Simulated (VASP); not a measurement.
# NaH: single point with PBE

The system is NaH.

```
CELL_PARAMETERS angstrom
0.00000 2.39751 2.39751
2.39751 0.00000 2.39751
2.39751 2.39751 0.00000
ATOMIC_POSITIONS crystal
Na 0.00000 0.00000 0.00000
H 0.50000 0.50000 0.50000
```

```yaml
Program: VASP 6.6.1
Task: single point
Functional: PBE
Potentials_or_basis: VASP PAW PBE potentials, release 64 (Na_pv, H)
Cutoff: 520 eV
k_mesh: 10 × 10 × 10
Occupations: fermi-dirac, width 0.02 eV
Spin: no spin polarisation
```

```json
{
 "Pressure": "0.5 GPa",
 "Band gap on the k mesh": "3.82 eV (least direct gap 4.67 eV)"
}
```

Levels at points of the mesh, in eV from the valence-band top:
| k point | band 1 | band 2 | band 3 | band 4 | band 5 | band 6 | band 7 | band 8 |
| --- | --- | --- | --- | --- | --- | --- | --- | --- |
| (0.00, 0.00, 0.00) | -22.04 | -22.04 | -22.04 | -3.67 | 10.64 | 15.80 | 15.80 | 15.80 |
| (0.50, 0.00, 0.00) | -22.14 | -22.06 | -22.06 | -0.85 | 3.82 | 10.96 | 13.55 | 13.55 |
| (0.50, 0.50, 0.00) | -22.13 | -22.08 | -22.08 | -0.16 | 4.70 | 10.14 | 10.84 | 10.84 |

Wall time 19 s on 1 thread of Intel Xeon 8259CL (shared host), peak memory 0.15 GiB.

A k mesh can miss the band edges.
